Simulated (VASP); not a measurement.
# C (P6_3/mmc) in VASP: notebook

C is run at these levels: r2SCAN; tasks: single point.

Program: VASP 6.6.1. These are calculated values, not measurements. Logs are shortened: lines on timing, memory, paths and dates and some standing lists are left out, and cuts for length are marked.

### Step 1. The cell of the first run

The structure is hexagonal, space group P6_3/mmc (No. 194). Conventional cell: a = 2.585 Å, b = 2.585 Å, c = 8.280 Å, α = 90.00°, β = 90.00°, γ = 120.00°. C (site symmetry 3m) has 4 C at 1.54 to 1.58 Å within 2.1 Å. C (site symmetry 3m) has 4 C at 1.57 to 1.58 Å within 2.1 Å.

### Step 2. Single point, r2SCAN (strain +0.0300 x Voigt [1, 1, 0, 0, 0, 0])

Input file POSCAR:

```
C
1.0
    2.5851348793      0.0000000000      0.0000000000
   -1.2925674396      2.2387924777      0.0000000000
    0.0000000000      0.0000000000      8.2803246060
C
8
Direct
    0.0000000000      0.0000000000      0.0929334766
    0.0000000000      0.0000000000      0.5929334766
    0.0000000000      0.0000000000      0.4070665234
    0.0000000000      0.0000000000      0.9070665234
    0.3333333333      0.6666666667      0.1554962099
    0.6666666667      0.3333333333      0.6554962099
    0.3333333333      0.6666666667      0.3445037901
    0.6666666667      0.3333333333      0.8445037901
```

Input file INCAR.step1:

```
SYSTEM = C
  PREC = Accurate
  ENCUT = 520
  ISMEAR = 0
  SIGMA = 0.05
  LREAL = .FALSE.
  LASPH = .TRUE.
  NELM = 100
  NBANDS = 26
  GGA = PE
  ALGO = Normal
  EDIFF = 1E-4
  LWAVE = .TRUE.
  LCHARG = .FALSE.
```

Input file INCAR.step2:

```
SYSTEM = C
  PREC = Accurate
  ENCUT = 520
  EDIFF = 1E-7
  ISMEAR = 0
  SIGMA = 0.05
  LREAL = .FALSE.
  LASPH = .TRUE.
  NELM = 100
  ALGO = Normal
  ISIF = 2
  LWAVE = .FALSE.
  LCHARG = .TRUE.
  METAGGA = R2SCAN
  LMIXTAU = .TRUE.
  LELF = .TRUE.
  LVHAR = .TRUE.
  NBANDS = 26
  ISTART = 1
```

Input file KPOINTS:

```
Automatic mesh
0
G
  12 12 4
  0 0 0
```

Potentials or basis: VASP PAW PBE potentials, release 64 (C).

Run with:

```console
cat potpaw_PBE.64/C/POTCAR > POTCAR
cp INCAR.step1 INCAR
mpirun -np 1 vasp_std > vasp.out
cp INCAR.step2 INCAR
mpirun -np 1 vasp_std > vasp.out
```

OUTCAR:

```text
SYSTEM = C
   PREC = Accurate
   ENCUT = 520
   EDIFF = 1E-7
   ISMEAR = 0
   LREAL = .FALSE.
   LASPH = .TRUE.
   NELM = 100
   ISIF = 2
   METAGGA = R2SCAN
   ISTART = 1

 ion  position               nearest neighbor table
   1  0.000  0.000  0.093-   4 1.54   5 1.58   5 1.58   5 1.58
   2  0.000  0.000  0.593-   3 1.54   6 1.58   6 1.58   6 1.58
   3  0.000  0.000  0.407-   2 1.54   7 1.58   7 1.58   7 1.58
   4  0.000  0.000  0.907-   1 1.54   8 1.58   8 1.58   8 1.58
   5  0.333  0.667  0.155-   7 1.57   1 1.58   1 1.58   1 1.58
   6  0.667  0.333  0.655-   8 1.57   2 1.58   2 1.58   2 1.58
   7  0.333  0.667  0.345-   5 1.57   3 1.58   3 1.58   3 1.58
   8  0.667  0.333  0.845-   6 1.57   4 1.58   4 1.58   4 1.58

  LATTYP: Found a hexagonal cell.
 ALAT       =     2.5851348793
 C/A-ratio  =     3.2030532226

  Lattice vectors:

 A1 = (   2.5851348793,   0.0000000000,   0.0000000000)
 A2 = (  -1.2925674396,   2.2387924777,   0.0000000000)
 A3 = (   0.0000000000,   0.0000000000,   8.2803246060)

Analysis of symmetry for initial positions (statically):
=====================================================================
 Subroutine PRICEL returns:
 Original cell was already a primitive cell.

 Routine SETGRP: Setting up the symmetry group for a
 hexagonal supercell.

 Subroutine GETGRP returns: Found 24 space group operations
 (whereof 12 operations were pure point group operations)
 out of a pool of 24 trial point group operations.

The static configuration has the point symmetry D_3d.
 The point group associated with its full space group is D_6h.

Analysis of symmetry for dynamics (positions and initial velocities):
=====================================================================
 Subroutine PRICEL returns:
 Original cell was already a primitive cell.

 Routine SETGRP: Setting up the symmetry group for a
 hexagonal supercell.

 Subroutine GETGRP returns: Found 24 space group operations
 (whereof 12 operations were pure point group operations)
 out of a pool of 24 trial point group operations.

The dynamic configuration has the point symmetry D_3d.
 The point group associated with its full space group is D_6h.

 Subroutine INISYM returns: Found 24 space group operations
 (whereof 12 operations are pure point group operations),
 and found     1 'primitive' translations

----------------------------------------------------------------------------------------

                                     Primitive cell

  volume of cell :      47.9230

  direct lattice vectors                    reciprocal lattice vectors
     2.585134879  0.000000000  0.000000000     0.386827012  0.223334679  0.000000000
    -1.292567440  2.238792478  0.000000000     0.000000000  0.446669359  0.000000000
     0.000000000  0.000000000  8.280324606     0.000000000  0.000000000  0.120768212

  length of vectors
     2.585134879  2.585134879  8.280324606     0.446669359  0.446669359  0.120768212

  position of ions in fractional coordinates (direct lattice)
     0.000000000  0.000000000  0.092933477
     0.000000000  0.000000000  0.592933477
     0.000000000  0.000000000  0.407066523
     0.000000000  0.000000000  0.907066523
     0.333333333  0.666666667  0.155496210
     0.666666667  0.333333333  0.655496210
     0.333333333  0.666666667  0.344503790
     0.666666667  0.333333333  0.844503790

  ion indices of the primitive-cell ions
   primitive index   ion index
                 1           1
                 2           2
                 3           3
                 4           4
                 5           5
                 6           6
                 7           7
                 8           8

----------------------------------------------------------------------------------------

 KPOINTS: Automatic mesh

Automatic generation of k-mesh.
 Grid dimensions read from file:
 generate k-points for:   12   12    4

 Generating k-lattice:

  Cartesian coordinates                     Fractional coordinates (reciprocal lattice)
     0.032235584  0.018611223  0.000000000     0.083333333  0.000000000  0.000000000
     0.000000000  0.037222447  0.000000000     0.000000000  0.083333333  0.000000000
     0.000000000  0.000000000  0.030192053     0.000000000  0.000000000  0.250000000

  Length of vectors
     0.037222447  0.037222447  0.030192053

  Shift w.r.t. Gamma in fractional coordinates (k-lattice)
     0.000000000  0.000000000  0.000000000

 Subroutine IBZKPT returns following result:
 ===========================================

 Found     57 irreducible k-points:

 Following reciprocal coordinates:
            Coordinates               Weight
  0.000000  0.000000  0.000000      1.000000
  0.083333 -0.000000  0.000000      6.000000
  0.166667 -0.000000  0.000000      6.000000
  0.250000  0.000000  0.000000      6.000000
  0.333333 -0.000000  0.000000      6.000000
  0.416667 -0.000000  0.000000      6.000000
[... 16 lines left out ...]
[... 38 lines left out ...]
   IALGO  =     38    algorithm
   IMIX   =      4    mixing-type and parameters
     AMIX     =   0.40;   BMIX     =  1.00
     AMIX_MAG =   1.60;   BMIX_MAG =  1.00
  volume/ion in A,a.u.               =       5.99        40.43
  Fermi-wavevector in a.u.,A,eV,Ry     =   1.430902  2.704014 27.857681  2.047482
  Thomas-Fermi vector in A             =   2.550697
   LORBIT       =      0    0 simple, 1 ext, 2 COOP (PROOUT), +10 PAW based schemes
   METAGGA = R2SCAN    functional components
   LHFCALC =     F    Hartree Fock is set to
   AEXX    =    0.0000 exact exchange contribution
   IVDW    =     0    specifies the selected vdW correction
   LEPSILON=     F    determine dielectric tensor
   LRPA    =     F    only Hartree local field effects (RPA)
 non-spin polarized calculation
 Gauss-broadening in eV      SIGMA  =   0.05
  energy-cutoff  :      520.00
  volume of cell :       47.92
 maximum number of plane-waves:      1314
 NGX is ok and might be reduce to    20
   NGX =  9   NGY =  9   NGZ = 31

 number of electron      31.9999997 magnetization

 Free energy of the ion-electron system (eV)
  ---------------------------------------------------
  ext. energy  EPLUGINS =         0.00000000
  ---------------------------------------------------
  free energy    TOTEN  =       -78.25681243 eV

  energy without entropy =      -78.25681243  energy(sigma->0) =      -78.25681243

 E-fermi :   9.3874     XC(G=0): -13.9560

 val. band max:        9.0885734770   @ k =   0.0000   0.0000   0.0000
 cond. band min:      13.3690071932   @ k =   0.4167  -0.0000   0.0000
 fundamental gap:      4.2804337162
 Fermi energy:         9.3874125971

 k-point     1 :       0.0000    0.0000    0.0000
  band No.  band energies     occupation
      1     -13.0346      2.00000
      2     -11.3083      2.00000
      3     -11.2012      2.00000
      4      -7.0761      2.00000
      5      -4.5583      2.00000
      6       2.3520      2.00000
[... 18 lines left out ...]
     25      17.0394      0.00000
     26      17.0395      0.00000

 k-point     2 :       0.0833   -0.0000    0.0000
  band No.  band energies     occupation
      1     -12.8655      2.00000
      2     -11.1418      2.00000
      3     -11.0356      2.00000
      4      -6.9228      2.00000
      5      -4.4136      2.00000
      6       2.4083      2.00000
[... 18 lines left out ...]
     25      17.4177      0.00000
     26      17.4365      0.00000

 k-point     3 :       0.1667   -0.0000    0.0000
  band No.  band energies     occupation
      1     -12.3604      2.00000
      2     -10.6450      2.00000
      3     -10.5418      2.00000
      4      -6.4647      2.00000
      5      -3.9980      2.00000
      6       2.4277      2.00000
[... 572 lines left out ...]
 k-point    23 :       0.2500    0.0000    0.2500
  band No.  band energies     occupation
      1     -11.4169      2.00000
      2     -10.5393      2.00000
      3      -8.8204      2.00000
      4      -6.4775      2.00000
      5      -2.5255      2.00000
      6       0.3358      2.00000
[... 18 lines left out ...]
     25      19.4148      0.00000
     26      20.7601      0.00000

 k-point    24 :       0.3333   -0.0000    0.2500
  band No.  band energies     occupation
      1     -10.2780      2.00000
      2      -9.4172      2.00000
      3      -7.7427      2.00000
      4      -5.4777      2.00000
      5      -2.6607      2.00000
      6      -1.4662      2.00000
[... 18 lines left out ...]
     25      19.5832      0.00000
     26      21.6636      0.00000

 [... further k-points ...]

------------------------ aborting loop because EDIFF is reached ----------------------------------------

  FORCE on cell =-STRESS in cart. coord.  units (eV):
  Direction    XX          YY          ZZ          XY          YZ          ZX
  --------------------------------------------------------------------------------------
  -------------------------------------------------------------------------------------
  Total      -10.0143282    -10.0143282     -0.1650876     -0.0000000     -0.0000000      0.0000000
  in kB     -334.8019608   -334.8019608     -5.5192574     -0.0000000     -0.0000000      0.0000000
  external PRESSURE =    -225.0410596 kB  Pullay stress =       0.0000000 kB

 VOLUME and BASIS-vectors are now :
 -----------------------------------------------------------------------------
  energy-cutoff  :      520.00
  volume of cell :       47.92
      direct lattice vectors                 reciprocal lattice vectors
     2.585134879  0.000000000  0.000000000     0.386827012  0.223334679  0.000000000
    -1.292567440  2.238792478  0.000000000     0.000000000  0.446669359  0.000000000
     0.000000000  0.000000000  8.280324606     0.000000000  0.000000000  0.120768212

 POSITION                                       TOTAL-FORCE (eV/Angst)
 -----------------------------------------------------------------------------------
      0.00000      0.00000      0.76952         0.000000     -0.000000     -0.013296
      0.00000      0.00000      4.90968        -0.000000      0.000000     -0.013296
      0.00000      0.00000      3.37064         0.000000     -0.000000      0.013296
      0.00000      0.00000      7.51081         0.000000      0.000000      0.013296
     -0.00000      1.49253      1.28756        -0.000000      0.000000     -0.061542
      1.29257      0.74626      5.42772        -0.000000     -0.000000     -0.061542
     -0.00000      1.49253      2.85260         0.000000      0.000000      0.061542
      1.29257      0.74626      6.99277        -0.000000     -0.000000      0.061542
 -----------------------------------------------------------------------------------
    total drift:                                0.000000     -0.000000      0.000000

  FREE ENERGIE OF THE ION-ELECTRON SYSTEM (eV)
  ---------------------------------------------------
  free  energy   TOTEN  =       -78.2568124290 eV

  energy  without entropy=      -78.2568124290  energy(sigma->0) =      -78.25681243
```

It took 2.6 min on 1 thread of Intel Xeon Platinum 8488C (Sapphire Rapids), shared host; peak memory 0.19 GiB.

Results:

| Quantity | Value |
| --- | --- |
| Free energy | -78.2568 eV |
| Pressure | -22.5 GPa |
| Largest force | 0.062 eV/Å |
| Band gap on the k mesh | 4.28 eV (least direct gap 5.07 eV) |

Forces in eV/Å, atoms in the order of the input:
```
C    0.000  0.000 -0.013
C    0.000  0.000 -0.013
C    0.000  0.000  0.013
C    0.000  0.000  0.013
C    0.000  0.000 -0.062
C    0.000  0.000 -0.062
C    0.000  0.000  0.062
C    0.000  0.000  0.062
```

Levels at points of the mesh, in eV from the valence-band top:
```
           k point  band 14  band 15  band 16  band 17  band 18  band 19
(0.00, 0.00, 0.00)    -0.27     0.00     0.00     5.07     5.07     6.20
(0.50, 0.00, 0.00)    -4.62    -3.66    -2.87     4.28     5.59     5.93
(0.00, 0.00, 0.50)    -0.75    -0.75    -0.75     5.94     5.94     5.94
(0.50, 0.00, 0.50)    -4.78    -3.66    -3.66     4.66     4.66     7.38
```

Caveat: the cell differs from its parent crystal (strain +0.0300 x Voigt [1, 1, 0, 0, 0, 0]); the stress differs along the axes, from -33 to -1 GPa; the PAW data sets were made with another functional, which shifts forces and pressure a little. A k mesh can miss the band edges.

### Step 3. Single point, r2SCAN (strain +0.0350 x Voigt [1, 1, 0, 0, 0, 0])

Changes to POSCAR since step 2:

```diff
@@ -2,4 +2,4 @@
 1.0
-    2.5851348793      0.0000000000      0.0000000000
-   -1.2925674396      2.2387924777      0.0000000000
+    2.5976840778      0.0000000000      0.0000000000
+   -1.2988420389      2.2496604024      0.0000000000
     0.0000000000      0.0000000000      8.2803246060
```

Input file INCAR.step1:

```
SYSTEM = C
  PREC = Accurate
  ENCUT = 520
  ISMEAR = 0
  SIGMA = 0.05
  LREAL = .False.
  LASPH = .True.
  NELM = 60
  NBANDS = 26
  GGA = PE
  ALGO = Normal
  EDIFF = 1E-4
  LWAVE = .True.
  LCHARG = .False.
```

Input file INCAR.step2:

```
SYSTEM = C
  PREC = Accurate
  ENCUT = 520
  EDIFF = 1E-6
  ISMEAR = 0
  SIGMA = 0.05
  LREAL = .False.
  LASPH = .True.
  NELM = 60
  ALGO = Normal
  ISIF = 2
  LWAVE = .False.
  LCHARG = .False.
  METAGGA = R2SCAN
  LMIXTAU = .True.
  NBANDS = 26
  ISTART = 1
```

Input file KPOINTS:

```
regular mesh
0
Gamma
  12 12 4
  0 0 0
```

Potentials or basis: VASP PAW PBE potentials, release 64 (C).

Run with:

```console
cat potpaw_PBE.64/C/POTCAR > POTCAR
cp INCAR.step1 INCAR
mpirun -np 1 vasp_std > vasp.out
cp INCAR.step2 INCAR
mpirun -np 1 vasp_std > vasp.out
```

Run time: 2.3 min. Hardware: 1 thread of Intel Xeon Platinum 8488C (Sapphire Rapids), shared host; peak memory 0.18 GiB.

Results (log left out):

- Free energy: -78.1531 eV
- Pressure: -25.8 GPa
- Largest force: 0.064 eV/Å
- Band gap on the k mesh: 4.19 eV (least direct gap 4.99 eV)

Forces in eV/Å, atoms in the order of the input:
```
C    0.000  0.000 -0.026
C    0.000  0.000 -0.026
C    0.000  0.000  0.026
C    0.000  0.000  0.026
C    0.000  0.000 -0.064
C    0.000  0.000 -0.064
C    0.000  0.000  0.064
C    0.000  0.000  0.064
```

Stress tensor (GPa, compression positive):
```
-38.31   0.00   0.00
  0.00 -38.31   0.00
  0.00   0.00  -0.78
```

Levels at points of the mesh, in eV from the valence-band top:
```tsv
k point	band 14	band 15	band 16	band 17	band 18	band 19
(0.00, 0.00, 0.00)	-0.29	0.00	0.00	4.99	4.99	6.25
(0.50, 0.00, 0.00)	-4.56	-3.63	-2.83	4.19	5.51	5.86
(0.00, 0.00, 0.50)	-0.76	-0.76	-0.76	5.87	5.87	5.87
(0.50, 0.00, 0.50)	-4.74	-3.62	-3.62	4.57	4.57	7.34
```

Caveat: the cell differs from its parent crystal (strain +0.0350 x Voigt [1, 1, 0, 0, 0, 0]); the stress differs along the axes, from -38 to -1 GPa; the PAW data sets were made with another functional, which shifts forces and pressure a little.

### Step 4. Single point, r2SCAN (strain +0.0400 x Voigt [1, 1, 0, 0, 0, 0])

Changes to POSCAR since step 3:

```diff
@@ -2,4 +2,4 @@
 1.0
-    2.5976840778      0.0000000000      0.0000000000
-   -1.2988420389      2.2496604024      0.0000000000
+    2.6102332762      0.0000000000      0.0000000000
+   -1.3051166381      2.2605283270      0.0000000000
     0.0000000000      0.0000000000      8.2803246060
```

Input file INCAR.step1:

```
SYSTEM = C
ALGO = Normal
EDIFF = 1E-4
ENCUT = 520
GGA = PE
ISMEAR = 0
LASPH = .True.
LCHARG = .False.
LREAL = .False.
LWAVE = .True.
NBANDS = 26
NELM = 100
PREC = Accurate
SIGMA = 0.05
```

Input file INCAR.step2:

```
SYSTEM = C
ALGO = Normal
EDIFF = 1E-6
ENCUT = 520
ISIF = 2
ISMEAR = 0
ISTART = 1
LASPH = .True.
LCHARG = .True.
LELF = .True.
LMIXTAU = .True.
LREAL = .False.
LVHAR = .True.
LWAVE = .False.
METAGGA = R2SCAN
NBANDS = 26
NELM = 100
PREC = Accurate
SIGMA = 0.05
```

Input file KPOINTS:

```
k-points
0
Gamma
  12 12 4
  0 0 0
```

Run with:

```console
cat potpaw_PBE.64/C/POTCAR > POTCAR
cp INCAR.step1 INCAR
mpirun -np 1 vasp_std > vasp.out
cp INCAR.step2 INCAR
mpirun -np 1 vasp_std > vasp.out
```

It took 2.3 min on 1 thread of Intel Xeon Platinum 8488C (Sapphire Rapids), shared host; peak memory 0.19 GiB.

The run converged. Its results:

| Item | Value |
| --- | --- |
| Free energy | -78.0351 eV |
| Pressure | -28.9 GPa |
| Largest force | 0.064 eV/Å |
| Band gap on the k mesh | 4.10 eV (least direct gap 4.92 eV) |

Forces on the atoms (eV/Å):
```
C    0.000  0.000 -0.040
C    0.000  0.000 -0.040
C    0.000  0.000  0.040
C    0.000  0.000  0.040
C    0.000  0.000 -0.064
C    0.000  0.000 -0.064
C    0.000  0.000  0.064
C    0.000  0.000  0.064
```

Stress tensor (GPa, compression positive):
```
-42.89   0.00   0.00
  0.00 -42.89   0.00
  0.00   0.00  -0.98
```

Levels at points of the mesh, in eV from the valence-band top:
```tsv
k point	band 13	band 14	band 15	band 16	band 17	band 18	band 19	band 20
(0.00, 0.00, 0.00)	-1.98	-0.30	0.00	0.00	4.92	4.92	6.30	6.61
(0.50, 0.00, 0.00)	-5.00	-4.50	-3.59	-2.78	4.10	5.42	5.79	6.31
(0.00, 0.00, 0.50)	-0.76	-0.76	-0.76	-0.76	5.80	5.80	5.80	5.80
(0.50, 0.00, 0.50)	-4.71	-4.71	-3.58	-3.58	4.48	4.48	7.29	7.29
```

Caveat: the cell differs from its parent crystal (strain +0.0400 x Voigt [1, 1, 0, 0, 0, 0]); the stress differs along the axes, from -43 to -1 GPa; the PAW data sets were made with another functional, which shifts forces and pressure a little. A k mesh can miss the band edges.

### Step 5. The runs side by side

```csv
cell,gap on the mesh (eV),pressure (GPa),largest force (eV/Å)
"a = 2.585, b = 2.585, c = 8.280 Å, angles 90.0, 90.0, 120.0°, 8 atoms",4.28,-22.5,0.06
"a = 2.598, b = 2.598, c = 8.280 Å, angles 90.0, 90.0, 120.0°, 8 atoms",4.19,-25.8,0.06
"a = 2.610, b = 2.610, c = 8.280 Å, angles 90.0, 90.0, 120.0°, 8 atoms",4.10,-28.9,0.06
```

Alike in all rows: task single point; level r2SCAN; potentials or basis VASP PAW PBE potentials, release 64 (C); no spin polarisation; k mesh 12 × 12 × 4; cutoff (eV) 520; smearing gaussian 0.05 eV.

Caveats: the PAW data sets were made with another functional, which shifts forces and pressure a little; the stress differs along the axes, from -33 to -1 GPa (at least some runs); the stress differs along the axes, from -38 to -1 GPa (at least some runs); the stress differs along the axes, from -43 to -1 GPa (at least some runs).

Absolute energies hang on the potentials; compare differences alone.
